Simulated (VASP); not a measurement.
# NaI (F-43m) in VASP: further runs

The runs below take NaI through single point, with r2SCAN.

Everything below comes from runs of VASP 6.6.1. Logs are shortened: lines on timing, memory, paths and dates and some standing lists are left out, and cuts for length are marked.

## (1) The cell of the first run

The structure is cubic, space group F-43m (No. 216). The conventional cell has a = 7.086 Å, b = 7.086 Å, c = 7.086 Å, α = 90.00°, β = 90.00°, γ = 90.00°. Within 4.0 Å of Na (site symmetry -43m) lie 4 I at 3.07 Å. Within 4.0 Å of I (site symmetry -43m) lie 4 Na at 3.07 Å.

## (2) Single point, r2SCAN

POSCAR

```
NaI
1.0
    0.0000000000      3.5431916810      3.5431916810
    3.5431916810      0.0000000000      3.5431916810
    3.5431916810      3.5431916810      0.0000000000
Na I
1 1
Direct
    0.0000000000      0.0000000000      0.0000000000
    0.2500000000      0.2500000000      0.2500000000
```

INCAR.step1

```
SYSTEM = NaI
PREC = Accurate
ENCUT = 520
ISMEAR = 0
SIGMA = 0.01
LREAL = .FALSE.
LASPH = .TRUE.
NELM = 100
NBANDS = 14
GGA = PE
ALGO = Normal
EDIFF = 1E-4
LWAVE = .TRUE.
LCHARG = .FALSE.
```

INCAR.step2

```
SYSTEM = NaI
PREC = Accurate
ENCUT = 520
EDIFF = 1E-7
ISMEAR = 0
SIGMA = 0.01
LREAL = .FALSE.
LASPH = .TRUE.
NELM = 100
ALGO = Normal
ISIF = 2
LWAVE = .FALSE.
LCHARG = .FALSE.
METAGGA = R2SCAN
LMIXTAU = .TRUE.
NBANDS = 14
ISTART = 1
```

KPOINTS

```
Automatic mesh
0
G
  4 4 4
  0 0 0
```

Potentials or basis: VASP PAW PBE potentials, release 64 (Na_pv, I).

On the command line:

```
$ cat potpaw_PBE.64/Na_pv/POTCAR potpaw_PBE.64/I/POTCAR > POTCAR
$ cp INCAR.step1 INCAR
$ mpirun -np 1 vasp_std > vasp.out
$ cp INCAR.step2 INCAR
$ mpirun -np 1 vasp_std > vasp.out
```

OUTCAR:

```text
SYSTEM = NaI
   PREC = Accurate
   ENCUT = 520
   EDIFF = 1E-7
   ISMEAR = 0
   LREAL = .FALSE.
   LASPH = .TRUE.
   NELM = 100
   ISIF = 2
   METAGGA = R2SCAN
   ISTART = 1

 ion  position               nearest neighbor table
   1  0.000  0.000  0.000-   2 3.07   2 3.07   2 3.07   2 3.07
   2  0.250  0.250  0.250-   1 3.07   1 3.07   1 3.07   1 3.07

  LATTYP: Found a face centered cubic cell.
 ALAT       =     7.0863833620

  Lattice vectors:

 A1 = (   0.0000000000,   3.5431916810,   3.5431916810)
 A2 = (   3.5431916810,   0.0000000000,   3.5431916810)
 A3 = (   3.5431916810,   3.5431916810,   0.0000000000)

Analysis of symmetry for initial positions (statically):
=====================================================================
 Subroutine PRICEL returns:
 Original cell was already a primitive cell.

 Routine SETGRP: Setting up the symmetry group for a
 face centered cubic supercell.

 Subroutine GETGRP returns: Found 24 space group operations
 (whereof 24 operations were pure point group operations)
 out of a pool of 48 trial point group operations.

The static configuration has the point symmetry T_d .

Analysis of symmetry for dynamics (positions and initial velocities):
=====================================================================
 Subroutine PRICEL returns:
 Original cell was already a primitive cell.

 Routine SETGRP: Setting up the symmetry group for a
 face centered cubic supercell.

 Subroutine GETGRP returns: Found 24 space group operations
 (whereof 24 operations were pure point group operations)
 out of a pool of 48 trial point group operations.

The dynamic configuration has the point symmetry T_d .

 Subroutine INISYM returns: Found 24 space group operations
 (whereof 24 operations are pure point group operations),
 and found     1 'primitive' translations

----------------------------------------------------------------------------------------

                                     Primitive cell

  volume of cell :      88.9639

  direct lattice vectors                    reciprocal lattice vectors
     0.000000000  3.543191681  3.543191681    -0.141115707  0.141115707  0.141115707
     3.543191681  0.000000000  3.543191681     0.141115707 -0.141115707  0.141115707
     3.543191681  3.543191681  0.000000000     0.141115707  0.141115707 -0.141115707

  length of vectors
     5.010829729  5.010829729  5.010829729     0.244419575  0.244419575  0.244419575

  position of ions in fractional coordinates (direct lattice)
     0.000000000  0.000000000  0.000000000
     0.250000000  0.250000000  0.250000000

  ion indices of the primitive-cell ions
   primitive index   ion index
                 1           1
                 2           2

----------------------------------------------------------------------------------------

 KPOINTS: Automatic mesh

Automatic generation of k-mesh.
 Grid dimensions read from file:
 generate k-points for:    4    4    4

 Generating k-lattice:

  Cartesian coordinates                     Fractional coordinates (reciprocal lattice)
    -0.035278927  0.035278927  0.035278927     0.250000000  0.000000000  0.000000000
     0.035278927 -0.035278927  0.035278927     0.000000000  0.250000000  0.000000000
     0.035278927  0.035278927 -0.035278927     0.000000000  0.000000000  0.250000000

  Length of vectors
     0.061104894  0.061104894  0.061104894

  Shift w.r.t. Gamma in fractional coordinates (k-lattice)
     0.000000000  0.000000000  0.000000000

 Subroutine IBZKPT returns following result:
 ===========================================

 Found      8 irreducible k-points:

 Following reciprocal coordinates:
            Coordinates               Weight
  0.000000  0.000000  0.000000      1.000000
  0.250000  0.000000  0.000000      8.000000
  0.500000  0.000000  0.000000      4.000000
  0.250000  0.250000  0.000000      6.000000
  0.500000  0.250000  0.000000     24.000000
 -0.250000  0.250000  0.000000     12.000000
  0.500000  0.500000  0.000000      3.000000
 -0.250000  0.500000  0.250000      6.000000
   k-points           NKPTS =      8   k-points in BZ     NKDIM =      8   number of bands    NBANDS=     14
   number of dos      NEDOS =    301   number of ions     NIONS =      2
   total plane-waves  NPLWV =  64000
   dimension x,y,z NGX =    40 NGY =   40 NGZ =   40
   dimension x,y,z NGXF=    80 NGYF=   80 NGZF=   80
   ions per type =               1   1
   NGX,Y,Z   is equivalent  to a cutoff of  13.27, 13.27, 13.27 a.u.
   NGXF,Y,Z  is equivalent  to a cutoff of  26.54, 26.54, 26.54 a.u.
 SYSTEM =  NaI
   PREC   = accura    normal or accurate (medium, high low for compatibility)
   ISTART =      1    job   : 0-new  1-cont  2-samecut
   ICHARG =      0    charge: 1-file 2-atom 10-const
   ISPIN  =      1    spin polarized calculation?
   LNONCOLLINEAR =      F non collinear calculations
   LSORBIT =      F    spin-orbit coupling
   LASPH  =      T    aspherical Exc in radial PAW
   ENCUT  =  520.0 eV  38.22 Ry    6.18 a.u.   9.32  9.32  9.32*2*pi/ulx,y,z
   NELM   =    100;   NELMIN=  2; NELMDL=  0     # of ELM steps
   EDIFF  = 0.1E-06   stopping-criterion for ELM
   LREAL  =      F    real-space projection
   EDIFFG = 0.1E-05   stopping-criterion for IOM
   NSW    =      0    number of steps for IOM
   IBRION =     -1    ionic relax: 0-MD 1-quasi-New 2-CG
   NFREE  =      0    steps in history (QN), initial steepest desc. (CG)
   ISIF   =      2    stress and relaxation
   ISYM   =      2    0-nonsym 1-usesym 2-fastsym
   POTIM  = 0.5000    time-step for ionic-motion
   TEBEG  =    0.0;   TEEND  =   0.0 temperature during run
   PSTRESS=    0.0 pullay stress
   NELECT =      14.0000    total number of electrons
   NUPDOWN=      -1.0000    fix difference up-down
   EMIN   =  10.00;   EMAX   =-10.00  energy-range for DOS
   EFERMI =   0.00;   METHOD = LEGACY
   ISMEAR =     0;   SIGMA  =   0.01  broadening in eV -4-tet -1-fermi 0-gaus
   EFERMI_NEDOS =   21; number of points for ismear=-14 and -15
   IALGO  =     38    algorithm
   IMIX   =      4    mixing-type and parameters
     AMIX     =   0.40;   BMIX     =  1.00
     AMIX_MAG =   1.60;   BMIX_MAG =  1.00
  volume/ion in A,a.u.               =      44.48       300.18
  Fermi-wavevector in a.u.,A,eV,Ry     =   0.883852  1.670238 10.628794  0.781194
  Thomas-Fermi vector in A             =   2.004674
   LORBIT       =      0    0 simple, 1 ext, 2 COOP (PROOUT), +10 PAW based schemes
   METAGGA = R2SCAN    functional components
   LHFCALC =     F    Hartree Fock is set to
   AEXX    =    0.0000 exact exchange contribution
   IVDW    =     0    specifies the selected vdW correction
   LEPSILON=     F    determine dielectric tensor
   LRPA    =     F    only Hartree local field effects (RPA)
 non-spin polarized calculation
 Gauss-broadening in eV      SIGMA  =   0.01
  energy-cutoff  :      520.00
  volume of cell :       88.96
 maximum number of plane-waves:      2421
 NGX is ok and might be reduce to    40
   NGX = 19   NGY = 19   NGZ = 19

 number of electron      14.0000001 magnetization

 Free energy of the ion-electron system (eV)
  ---------------------------------------------------
  ext. energy  EPLUGINS =         0.00000000
  ---------------------------------------------------
  free energy    TOTEN  =       -30.91702266 eV

  energy without entropy =      -30.91702266  energy(sigma->0) =      -30.91702266

 E-fermi :  -1.3990     XC(G=0):  -6.8012

 val. band max:       -1.4599126337   @ k =   0.0000   0.0000   0.0000
 cond. band min:       2.9641019158   @ k =   0.0000   0.0000   0.0000
 fundamental gap:      4.4240145495
 Fermi energy:        -1.3990276740

 k-point     1 :       0.0000    0.0000    0.0000
  band No.  band energies     occupation
      1     -24.3444      2.00000
      2     -24.3441      2.00000
      3     -24.3441      2.00000
      4     -12.1956      2.00000
      5      -1.4599      2.00000
      6      -1.4599      2.00000
      7      -1.4599      2.00000
      8       2.9641      0.00000
      9       7.1066      0.00000
     10       7.1066      0.00000
     11       7.1067      0.00000
     12       8.8087      0.00000
     13       8.8087      0.00000
     14      10.4061      0.00000

 k-point     2 :       0.2500    0.0000    0.0000
  band No.  band energies     occupation
      1     -24.3455      2.00000
      2     -24.3445      2.00000
      3     -24.3443      2.00000
      4     -12.1279      2.00000
      5      -2.1489      2.00000
      6      -1.5275      2.00000
      7      -1.5275      2.00000
      8       4.0326      0.00000
      9       6.5745      0.00000
     10       7.1762      0.00000
     11       7.1764      0.00000
     12       8.5621      0.00000
     13       8.5622      0.00000
     14       9.5248      0.00000

 k-point     3 :       0.5000    0.0000    0.0000
  band No.  band energies     occupation
      1     -24.3468      2.00000
      2     -24.3447      2.00000
      3     -24.3445      2.00000
      4     -12.0580      2.00000
      5      -2.6758      2.00000
      6      -1.5918      2.00000
      7      -1.5918      2.00000
      8       4.6347      0.00000
      9       6.7255      0.00000
     10       6.7772      0.00000
     11       6.7773      0.00000
     12       9.8582      0.00000
     13      10.4374      0.00000
     14      10.4375      0.00000

 k-point     4 :       0.2500    0.2500    0.0000
  band No.  band energies     occupation
      1     -24.3456      2.00000
      2     -24.3447      2.00000
      3     -24.3445      2.00000
      4     -12.1057      2.00000
      5      -2.1217      2.00000
      6      -1.6685      2.00000
      7      -1.6685      2.00000
      8       4.2763      0.00000
      9       6.0321      0.00000
     10       6.8229      0.00000
     11       7.9907      0.00000
     12       7.9908      0.00000
     13       9.4731      0.00000
     14      11.8581      0.00000

 k-point     5 :       0.5000    0.2500    0.0000
  band No.  band energies     occupation
      1     -24.3466      2.00000
      2     -24.3450      2.00000
      3     -24.3448      2.00000
      4     -12.0360      2.00000
      5      -2.4752      2.00000
      6      -1.9422      2.00000
      7      -1.7305      2.00000
      8       4.8695      0.00000
      9       5.9250      0.00000
     10       6.8718      0.00000
     11       7.7922      0.00000
     12       9.1932      0.00000
     13      10.5840      0.00000
     14      11.1340      0.00000

 k-point     6 :      -0.2500    0.2500    0.0000
  band No.  band energies     occupation
      1     -24.3463      2.00000
      2     -24.3450      2.00000
      3     -24.3446      2.00000
      4     -12.0590      2.00000
      5      -2.3729      2.00000
      6      -1.9738      2.00000
      7      -1.5949      2.00000
      8       5.2822      0.00000
      9       5.8517      0.00000
     10       6.6036      0.00000
     11       7.4245      0.00000
     12       8.3882      0.00000
     13      10.3784      0.00000
     14      11.1465      0.00000

 k-point     7 :       0.5000    0.5000    0.0000
  band No.  band energies     occupation
      1     -24.3470      2.00000
      2     -24.3451      2.00000
      3     -24.3449      2.00000
      4     -12.0134      2.00000
      5      -2.5754      2.00000
      6      -1.8587      2.00000
      7      -1.8587      2.00000
      8       4.1103      0.00000
      9       5.3929      0.00000
     10       8.3843      0.00000
     11       9.7781      0.00000
     12       9.7782      0.00000
     13      10.7688      0.00000
     14      11.0275      0.00000

 k-point     8 :      -0.2500    0.5000    0.2500
  band No.  band energies     occupation
      1     -24.3468      2.00000
      2     -24.3453      2.00000
      3     -24.3450      2.00000
      4     -12.0128      2.00000
      5      -2.2947      2.00000
      6      -2.1994      2.00000
      7      -1.9105      2.00000
      8       4.9793      0.00000
      9       6.6525      0.00000
     10       6.6889      0.00000
     11       7.0850      0.00000
     12      10.1833      0.00000
     13      10.5942      0.00000
     14      11.0339      0.00000

------------------------ aborting loop because EDIFF is reached ----------------------------------------

  FORCE on cell =-STRESS in cart. coord.  units (eV):
  Direction    XX          YY          ZZ          XY          YZ          ZX
  --------------------------------------------------------------------------------------
  -------------------------------------------------------------------------------------
  Total       -0.0383905     -0.0383905     -0.0383905      0.0000000      0.0000000      0.0000000
  in kB       -0.6913862     -0.6913862     -0.6913862      0.0000000      0.0000000      0.0000000
  external PRESSURE =      -0.6913862 kB  Pullay stress =       0.0000000 kB

 VOLUME and BASIS-vectors are now :
 -----------------------------------------------------------------------------
  energy-cutoff  :      520.00
  volume of cell :       88.96
      direct lattice vectors                 reciprocal lattice vectors
     0.000000000  3.543191681  3.543191681    -0.141115707  0.141115707  0.141115707
     3.543191681  0.000000000  3.543191681     0.141115707 -0.141115707  0.141115707
     3.543191681  3.543191681  0.000000000     0.141115707  0.141115707 -0.141115707

 POSITION                                       TOTAL-FORCE (eV/Angst)
 -----------------------------------------------------------------------------------
      0.00000      0.00000      0.00000         0.000000      0.000000      0.000000
      1.77160      1.77160      1.77160        -0.000000     -0.000000     -0.000000
 -----------------------------------------------------------------------------------
    total drift:                               -0.000007     -0.000007     -0.000007

  FREE ENERGIE OF THE ION-ELECTRON SYSTEM (eV)
  ---------------------------------------------------
  free  energy   TOTEN  =       -30.9170226627 eV

  energy  without entropy=      -30.9170226627  energy(sigma->0) =      -30.91702266
```

It took 57 s on 1 thread of Intel Xeon Platinum 8259CL at 2.50GHz (Skylake/Cascade Lake), shared host; peak memory 0.25 GiB.

Results:

```yaml
Free_energy: -30.9170 eV
Pressure: -0.1 GPa
Band_gap_on_the_k_mesh: 4.42 eV
```

Caveat: the structure was generated, so it needn't be the stable form of NaI; the PAW data sets were made with another functional, which shifts forces and pressure a little; spin-orbit coupling is left out, which moves the levels of the heavy elements.

## (3) Single point, r2SCAN

POSCAR is that of step 2.

INCAR.step1

```
ALGO = Normal
EDIFF = 1E-4
ENCUT = 520
GGA = PE
ISMEAR = 1
LASPH = T
LCHARG = F
LREAL = F
LWAVE = T
NBANDS = 14
NELM = 100
PREC = Accurate
SIGMA = 0.2
```

INCAR.step2

```
ALGO = Normal
EDIFF = 1E-6
ENCUT = 520
ISIF = 2
ISMEAR = 1
ISTART = 1
LASPH = T
LCHARG = F
LMIXTAU = T
LREAL = F
LWAVE = F
METAGGA = R2SCAN
NBANDS = 14
NELM = 100
PREC = Accurate
SIGMA = 0.2
```

KPOINTS

```
k-points
0
Gamma
  4 4 4
```

Potentials or basis: VASP PAW PBE potentials, release 64 (Na_pv, I).

On the command line:

```
$ cat potpaw_PBE.64/Na_pv/POTCAR potpaw_PBE.64/I/POTCAR > POTCAR
$ cp INCAR.step1 INCAR
$ mpirun -np 1 vasp_std > vasp.out
$ cp INCAR.step2 INCAR
$ mpirun -np 1 vasp_std > vasp.out
```

Wall time 52 s (1 thread of Intel Xeon Platinum 8259CL at 2.50GHz (Skylake/Cascade Lake), shared host); peak memory 0.25 GiB.

The run converged. Its results:

```
Free energy            : -30.9095 eV
Pressure               : -0.1 GPa
Band gap on the k mesh : 4.43 eV
```

Levels at points of the mesh, in eV from the valence-band top:
```
           k point  band 4  band 5  band 6  band 7  band 8  band 9  band 10  band 11
(0.00, 0.00, 0.00)  -10.74    0.00    0.00    0.00    4.43    8.57     8.57     8.57
(0.50, 0.00, 0.00)  -10.60   -1.22   -0.13   -0.13    6.10    8.19     8.24     8.24
(0.50, 0.50, 0.00)  -10.55   -1.12   -0.40   -0.40    5.57    6.85     9.84    11.24
```

Caveat: the structure was generated, so it needn't be the stable form of NaI; the PAW data sets were made with another functional, which shifts forces and pressure a little; spin-orbit coupling is left out, which moves the levels of the heavy elements.

## (4) Single point, r2SCAN

POSCAR is that of step 3.

INCAR.step1

```
PREC     = Accurate       # precision mode
ENCUT    = 520            # plane-wave cutoff, eV
ISMEAR   = -1             # smearing method
SIGMA    = 0.001          # smearing width, eV
LREAL    = False          # projectors in reciprocal space
LASPH    = True           # aspherical terms in the spheres
NELM     = 60             # most SCF steps
NBANDS   = 14             # bands
GGA      = PE             # functional
ALGO     = Normal         # electronic algorithm
EDIFF    = 1E-4           # SCF threshold, eV
LWAVE    = True           # write WAVECAR
LCHARG   = False          # write CHGCAR
```

INCAR.step2

```
PREC     = Accurate       # precision mode
ENCUT    = 520            # plane-wave cutoff, eV
EDIFF    = 1E-6           # SCF threshold, eV
ISMEAR   = -1             # smearing method
SIGMA    = 0.001          # smearing width, eV
LREAL    = False          # projectors in reciprocal space
LASPH    = True           # aspherical terms in the spheres
NELM     = 60             # most SCF steps
ALGO     = Normal         # electronic algorithm
ISIF     = 2              # what is computed and relaxed
LWAVE    = False          # write WAVECAR
LCHARG   = False          # write CHGCAR
METAGGA  = R2SCAN         # meta-GGA
LMIXTAU  = True         
NBANDS   = 14             # bands
ISTART   = 1
```

KPOINTS

```
regular mesh
0
Gamma
  4 4 4
```

On the command line:

```
$ cat potpaw_PBE.64/Na_pv/POTCAR potpaw_PBE.64/I/POTCAR > POTCAR
$ cp INCAR.step1 INCAR
$ mpirun -np 1 vasp_std > vasp.out
$ cp INCAR.step2 INCAR
$ mpirun -np 1 vasp_std > vasp.out
```

Wall time 52 s (1 thread of Intel Xeon Platinum 8259CL at 2.50GHz (Skylake/Cascade Lake), shared host); peak memory 0.25 GiB.

It converged, with:

```
Free energy            : -30.9170 eV
Pressure               : -0.1 GPa
Band gap on the k mesh : 4.42 eV
```

Levels at points of the mesh, in eV from the valence-band top:
| k point | band 5 | band 6 | band 7 | band 8 | band 9 | band 10 |
| --- | --- | --- | --- | --- | --- | --- |
| (0.00, 0.00, 0.00) | 0.00 | 0.00 | 0.00 | 4.42 | 8.57 | 8.57 |
| (0.50, 0.00, 0.00) | -1.22 | -0.13 | -0.13 | 6.09 | 8.19 | 8.24 |
| (0.50, 0.50, 0.00) | -1.12 | -0.40 | -0.40 | 5.57 | 6.85 | 9.84 |

Caveat: the structure was generated, so it needn't be the stable form of NaI; the PAW data sets were made with another functional, which shifts forces and pressure a little; spin-orbit coupling is left out, which moves the levels of the heavy elements.

## (5) Overview

| smearing | gap on the mesh (eV) | pressure (GPa) |
| --- | --- | --- |
| gaussian 0.01 eV | 4.42 | -0.1 |
| methfessel-paxton 0.2 eV | 4.43 | -0.1 |
| fermi-dirac 0.001 eV | 4.42 | -0.1 |

Alike in all rows: task single point; level r2SCAN; potentials or basis VASP PAW PBE potentials, release 64 (Na_pv, I); no spin polarisation; cell as given; k mesh 4 × 4 × 4; cutoff (eV) 520.

Caveats: the structure was generated, so it needn't be the stable form of NaI; the PAW data sets were made with another functional, which shifts forces and pressure a little; spin-orbit coupling is left out, which moves the levels of the heavy elements.

Total energies depend on the potentials used, so only differences within one code and one set of settings carry meaning.
